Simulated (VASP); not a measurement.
Set up this calculation in VASP 6.6.1, as the native input.

| Property | Result |
| --- | --- |
| Task | single point |
| Functional | PBEsol |
| Potentials or basis | VASP PAW PBE potentials, release 64 (Re_sv_GW) |
| Cutoff | 560 eV |
| k mesh | 18 × 18 × 10 |
| Occupations | gaussian, width 0.15 eV |
| Spin | no spin polarisation |
| Dipole correction | no |
| Further INCAR settings | ALGO = Normal; EDIFF = 1e-06; NBANDS = 22 |

The structure of Re lies in POSCAR:

```
Re
1.0
    2.7043653769      0.0000000000      0.0000000000
   -1.3521826885      2.3420491175      0.0000000000
    0.0000000000      0.0000000000      4.3690872859
Re
2
Direct
    0.3333333333      0.6666666667      0.2187843934
    0.6666666667      0.3333333333      0.7812156066
```

This cell differs from its parent crystal: atoms displaced along a vibrational mode, the cell strained.

One way to write it, as run:

INCAR

```
PREC = Accurate
ENCUT = 560
EDIFF = 1E-6
ISMEAR = 0
SIGMA = 0.15
LREAL = False
LASPH = True
NELM = 120
ALGO = Normal
ISIF = 2
LWAVE = False
LCHARG = True
GGA = PS
LELF = True
LVHAR = True
NBANDS = 22
GGA_COMPAT = False
```

KPOINTS

```
regular mesh
0
Gamma
  18 18 10
```

Potentials or basis: VASP PAW PBE potentials, release 64 (Re_sv_GW).

Command:

```console
$ cat potpaw_PBE.64/Re_sv_GW/POTCAR > POTCAR
$ mpirun -np 1 vasp_std > vasp.out
```

It gave:

The pressure is 35.9 GPa. The largest force is 4.698 eV/Å. The band gap on the k mesh is zero (bands 15 and 16 overlap by 3.33 eV).

Caveat: the cell differs from its parent crystal (atoms displaced along a vibrational mode, the cell strained); the stress differs along the axes, from 31 to 45 GPa; the PAW data sets were made with another functional, which shifts forces and pressure a little; spin-orbit coupling is left out, which moves the levels of the heavy elements.

It took 2.6 min on 1 thread of Intel(R) Xeon(R) Platinum 8488C (Sapphire Rapids), on a shared host, peak memory 0.32 GiB.
